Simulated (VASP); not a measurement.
# CuF (P6_3mc) in VASP: a series of runs

The runs below take CuF through single point, with PBE.

All numbers are computed with VASP 6.6.1; they aren't measurements. Logs are shortened: lines on timing, memory, paths and dates and some standing lists are left out, and cuts for length are marked.

## (1) The cell of the first run

The structure is hexagonal, space group P6_3mc (No. 186). The conventional cell has a = 2.790 Å, b = 2.790 Å, c = 6.721 Å, α = 90.00°, β = 90.00°, γ = 120.00°. Within 2.5 Å of Cu (site symmetry 3m) lie 4 F at 1.90 to 2.17 Å. Within 2.5 Å of F (site symmetry 3m) lie 4 Cu at 1.90 to 2.17 Å.

## (2) Single point, PBE

Input file INCAR:

```
SYSTEM = CuF
PREC = Accurate
ENCUT = 520
EDIFF = 1E-7
ISMEAR = -1
SIGMA = 0.02
LREAL = .FALSE.
LASPH = .TRUE.
NELM = 60
ALGO = Normal
ISIF = 2
LWAVE = .FALSE.
LCHARG = .FALSE.
GGA = PE
NBANDS = 26
```

Input file KPOINTS:

```
regular mesh
0
G
  9 9 4
  0 0 0
```

Input file POSCAR:

```
CuF
1.0
    2.7897758198      0.0000000000      0.0000000000
   -1.3948879099      2.4160167308      0.0000000000
    0.0000000000      0.0000000000      6.7211226043
Cu F
2 2
Direct
    0.3333333333      0.6666666667      0.0459865611
    0.6666666667      0.3333333333      0.5459865611
    0.3333333333      0.6666666667      0.3290134389
    0.6666666667      0.3333333333      0.8290134389
```

Potentials or basis: VASP PAW PBE potentials, release 64 (Cu, F).

Run with:

```bash
$ cat potpaw_PBE.64/Cu/POTCAR potpaw_PBE.64/F/POTCAR > POTCAR
$ mpirun -np 1 vasp_std > vasp.out
```

OUTCAR:

```text
SYSTEM = CuF
   PREC = Accurate
   ENCUT = 520
   EDIFF = 1E-7
   ISMEAR = -1
   LREAL = .FALSE.
   LASPH = .TRUE.
   NELM = 60
   ISIF = 2
   GGA = PE

 ion  position               nearest neighbor table
   1  0.333  0.667  0.046-   3 1.90   4 2.17   4 2.17   4 2.17
   2  0.667  0.333  0.546-   4 1.90   3 2.17   3 2.17   3 2.17
   3  0.333  0.667  0.329-   1 1.90   2 2.17   2 2.17   2 2.17
   4  0.667  0.333  0.829-   2 1.90   1 2.17   1 2.17   1 2.17

  LATTYP: Found a hexagonal cell.
 ALAT       =     2.7897758198
 C/A-ratio  =     2.4091980999

  Lattice vectors:

 A1 = (   2.7897758198,   0.0000000000,   0.0000000000)
 A2 = (  -1.3948879099,   2.4160167308,   0.0000000000)
 A3 = (   0.0000000000,   0.0000000000,   6.7211226043)

Analysis of symmetry for initial positions (statically):
=====================================================================
 Subroutine PRICEL returns:
 Original cell was already a primitive cell.

 Routine SETGRP: Setting up the symmetry group for a
 hexagonal supercell.

 Subroutine GETGRP returns: Found 12 space group operations
 (whereof  6 operations were pure point group operations)
 out of a pool of 24 trial point group operations.

The static configuration has the point symmetry C_3v.
 The point group associated with its full space group is C_6v.

Analysis of symmetry for dynamics (positions and initial velocities):
=====================================================================
 Subroutine PRICEL returns:
 Original cell was already a primitive cell.

 Routine SETGRP: Setting up the symmetry group for a
 hexagonal supercell.

 Subroutine GETGRP returns: Found 12 space group operations
 (whereof  6 operations were pure point group operations)
 out of a pool of 24 trial point group operations.

The dynamic configuration has the point symmetry C_3v.
 The point group associated with its full space group is C_6v.

 Subroutine INISYM returns: Found 12 space group operations
 (whereof  6 operations are pure point group operations),
 and found     1 'primitive' translations

----------------------------------------------------------------------------------------

                                     Primitive cell

  volume of cell :      45.3013

[... 78 lines left out ...]
   dimension x,y,z NGXF=    48 NGYF=   48 NGZF=  100
   ions per type =               2   2
   NGX,Y,Z   is equivalent  to a cutoff of  14.30, 14.30, 12.37 a.u.
   NGXF,Y,Z  is equivalent  to a cutoff of  28.60, 28.60, 24.73 a.u.
 SYSTEM =  CuF
   PREC   = accura    normal or accurate (medium, high low for compatibility)
   ISTART =      0    job   : 0-new  1-cont  2-samecut
   ICHARG =      2    charge: 1-file 2-atom 10-const
   ISPIN  =      1    spin polarized calculation?
   LNONCOLLINEAR =      F non collinear calculations
   LSORBIT =      F    spin-orbit coupling
   LASPH  =      T    aspherical Exc in radial PAW
   ENCUT  =  520.0 eV  38.22 Ry    6.18 a.u.   5.19  5.19 12.50*2*pi/ulx,y,z
   NELM   =     60;   NELMIN=  2; NELMDL= -5     # of ELM steps
   EDIFF  = 0.1E-06   stopping-criterion for ELM
   LREAL  =      F    real-space projection
   EDIFFG = 0.1E-05   stopping-criterion for IOM
   NSW    =      0    number of steps for IOM
   IBRION =     -1    ionic relax: 0-MD 1-quasi-New 2-CG
   NFREE  =      0    steps in history (QN), initial steepest desc. (CG)
   ISIF   =      2    stress and relaxation
   ISYM   =      2    0-nonsym 1-usesym 2-fastsym
   POTIM  = 0.5000    time-step for ionic-motion
   TEBEG  =    0.0;   TEEND  =   0.0 temperature during run
   PSTRESS=    0.0 pullay stress
   NELECT =      36.0000    total number of electrons
   NUPDOWN=      -1.0000    fix difference up-down
   EMIN   =  10.00;   EMAX   =-10.00  energy-range for DOS
   EFERMI =   0.00;   METHOD = LEGACY
   ISMEAR =    -1;   SIGMA  =   0.02  broadening in eV -4-tet -1-fermi 0-gaus
   EFERMI_NEDOS =   21; number of points for ismear=-14 and -15
   IALGO  =     38    algorithm
   IMIX   =      4    mixing-type and parameters
     AMIX     =   0.40;   BMIX     =  1.00
     AMIX_MAG =   1.60;   BMIX_MAG =  1.00
  volume/ion in A,a.u.               =      11.33        76.43
  Fermi-wavevector in a.u.,A,eV,Ry     =   1.516370  2.865525 31.284955  2.299379
  Thomas-Fermi vector in A             =   2.625769
   LORBIT       =      0    0 simple, 1 ext, 2 COOP (PROOUT), +10 PAW based schemes
   GGA     = PE    functional components
[... 5 lines left out ...]
 non-spin polarized calculation
  energy-cutoff  :      520.00
  volume of cell :       45.30
 maximum number of plane-waves:      1237
 NGX is ok and might be reduce to    24
   NGX = 11   NGY = 11   NGZ = 25

 number of electron      35.9999974 magnetization

 Free energy of the ion-electron system (eV)
  ---------------------------------------------------
  ext. energy  EPLUGINS =         0.00000000
  ---------------------------------------------------
  free energy    TOTEN  =       -14.66675905 eV

  energy without entropy =      -14.66660724  energy(sigma->0) =      -14.66668315

 E-fermi :   4.0425     XC(G=0): -11.1696

 val. band max:        3.9368526550   @ k =   0.3333   0.1111   0.0000
 cond. band min:       4.0813934938   @ k =   0.0000   0.0000   0.0000
 fundamental gap:      0.1445408388
 Fermi energy:         4.0424776128

 k-point     1 :       0.0000    0.0000    0.0000
  band No.  band energies     occupation
      1     -20.1966      2.00000
      2     -20.0530      2.00000
      3      -4.1453      2.00000
      4      -2.7033      2.00000
      5      -0.3570      2.00000
      6      -0.3570      2.00000
[... 685 lines left out ...]
     25      18.1450      0.00000
     26      18.9010      0.00000

 [... further k-points ...]
[... 5 lines left out ...]
  --------------------------------------------------------------------------------------
  -------------------------------------------------------------------------------------
  Total        1.2645038      1.2645038      2.5761933      0.0000000     -0.0000000      0.0000000
  in kB       44.7218393     44.7218393     91.1125025      0.0000000     -0.0000000      0.0000000
  external PRESSURE =      60.1853937 kB  Pullay stress =       0.0000000 kB

 VOLUME and BASIS-vectors are now :
 -----------------------------------------------------------------------------
  energy-cutoff  :      520.00
  volume of cell :       45.30
      direct lattice vectors                 reciprocal lattice vectors
     2.789775820  0.000000000  0.000000000     0.358451741  0.206952209  0.000000000
    -1.394887910  2.416016731  0.000000000     0.000000000  0.413904418  0.000000000
     0.000000000  0.000000000  6.721122604     0.000000000  0.000000000  0.148784669

 POSITION                                       TOTAL-FORCE (eV/Angst)
 -----------------------------------------------------------------------------------
     -0.00000      1.61068      0.30908        -0.000000      0.000000     -0.032448
      1.39489      0.80534      3.66964         0.000000      0.000000     -0.032448
     -0.00000      1.61068      2.21134         0.000000      0.000000      0.032448
      1.39489      0.80534      5.57190        -0.000000     -0.000000      0.032448
 -----------------------------------------------------------------------------------
    total drift:                                0.000000      0.000001      0.000366

  FREE ENERGIE OF THE ION-ELECTRON SYSTEM (eV)
  ---------------------------------------------------
  free  energy   TOTEN  =       -14.6667590535 eV

  energy  without entropy=      -14.6666072373  energy(sigma->0) =      -14.66668315
```

OSZICAR:

```text
N       E                     dE             d eps       ncg     rms          rms(c)
DAV:   1     0.352724214733E+03    0.35272E+03   -0.17699E+04  1944   0.217E+03
DAV:   2     0.266116916098E+02   -0.32611E+03   -0.30524E+03  1878   0.417E+02
DAV:   3    -0.155663834144E+02   -0.42178E+02   -0.40690E+02  2178   0.170E+02
DAV:   4    -0.168209373735E+02   -0.12546E+01   -0.12490E+01  2474   0.316E+01
DAV:   5    -0.168407481593E+02   -0.19811E-01   -0.19801E-01  2390   0.348E+00    0.102E+01
DAV:   6    -0.155735722257E+02    0.12672E+01   -0.12820E+01  2582   0.755E+01    0.716E+00
DAV:   7    -0.146838350950E+02    0.88974E+00   -0.35062E+00  2546   0.522E+01    0.186E+00
DAV:   8    -0.146782540246E+02    0.55811E-02   -0.22624E-01  2104   0.348E+00    0.909E-01
DAV:   9    -0.146670412968E+02    0.11213E-01   -0.24001E-02  2472   0.237E+00    0.210E-01
DAV:  10    -0.146667998401E+02    0.24146E-03   -0.61087E-03  2950   0.108E+00    0.105E-01
DAV:  11    -0.146667651321E+02    0.34708E-04   -0.56148E-04  2684   0.506E-01    0.386E-02
DAV:  12    -0.146667586361E+02    0.64960E-05   -0.13127E-04  2714   0.119E-01    0.551E-03
DAV:  13    -0.146667590651E+02   -0.42899E-06   -0.77624E-06  2280   0.277E-02    0.319E-03
DAV:  14    -0.146667590535E+02    0.11554E-07   -0.43826E-07  2344   0.638E-03
   1 F= -.14666759E+02 E0= -.14666683E+02  d E =-.151816E-03
```

stdout:

```text
POSCAR found type information on POSCAR CuF
 POSCAR found :  2 types and       4 ions
 scaLAPACK will be used
 LDA part: xc-table for (Slater+PW92), standard interpolation
 POSCAR, INCAR and KPOINTS ok, starting setup
 FFT: planning ... GRIDC
 FFT: planning ... GRID_SOFT
 FFT: planning ... GRID
 WAVECAR not read
 entering main loop
```

It took 32 s on 1 thread of Intel Xeon Platinum 8488C (Sapphire Rapids), shared host; peak memory 0.18 GiB.

Results:

| Quantity | Value |
| --- | --- |
| Free energy | -14.6668 eV |
| Pressure | 6.0 GPa |
| Largest force | 0.032 eV/Å |
| Band gap on the k mesh | 0.14 eV, indirect (least direct gap 0.47 eV) |

Forces in eV/Å, atoms in the order of the input:
```
Cu   0.000  0.000 -0.032
Cu   0.000  0.000 -0.032
F    0.000  0.000  0.032
F    0.000  0.000  0.032
```

Stress tensor (GPa, compression positive):
```
4.47 0.00 0.00
0.00 4.47 0.00
0.00 0.00 9.11
```

A k mesh can miss the band edges.

## (3) Single point, PBE

Input file INCAR:

```
SYSTEM = CuF
PREC = Accurate
ENCUT = 700
EDIFF = 1E-6
ISMEAR = -1
SIGMA = 0.02
LREAL = .FALSE.
LASPH = .TRUE.
NELM = 120
ALGO = Normal
ISIF = 2
LWAVE = .FALSE.
LCHARG = .FALSE.
GGA = PE
NBANDS = 34
GGA_COMPAT = .FALSE.
```

KPOINTS is that of step 2.

POSCAR is that of step 2.

Potentials or basis: VASP PAW PBE potentials, release 64 (Cu_sv_GW, F).

Run with:

```bash
$ cat potpaw_PBE.64/Cu_sv_GW/POTCAR potpaw_PBE.64/F/POTCAR > POTCAR
$ mpirun -np 1 vasp_std > vasp.out
```

Wall time 74 s (1 thread of Intel Xeon Platinum 8488C (Sapphire Rapids), shared host); peak memory 0.23 GiB.

It converged, with:

```yaml
Free_energy: -14.7561 eV
Pressure: 3.1 GPa
Largest_force: 0.010 eV/Å
Band_gap_on_the_k_mesh: 0.14 eV, indirect (least direct gap 0.47 eV)
```

Forces in eV/Å, atoms in the order of the input:
```
Cu   0.000  0.000  0.010
Cu   0.000  0.000  0.010
F    0.000  0.000 -0.010
F    0.000  0.000 -0.010
```

Stress tensor (GPa, compression positive):
```
1.80 0.00 0.00
0.00 1.80 0.00
0.00 0.00 5.81
```

Levels at points of the mesh, in eV from the valence-band top:
```
           k point  band 24  band 25  band 26  band 27  band 28  band 29
(0.00, 0.00, 0.00)    -0.87    -0.33    -0.33     0.14     3.26     5.87
(0.00, 0.00, 0.50)    -0.57    -0.57    -0.57     1.21     1.21     8.56
```

A k mesh can miss the band edges.
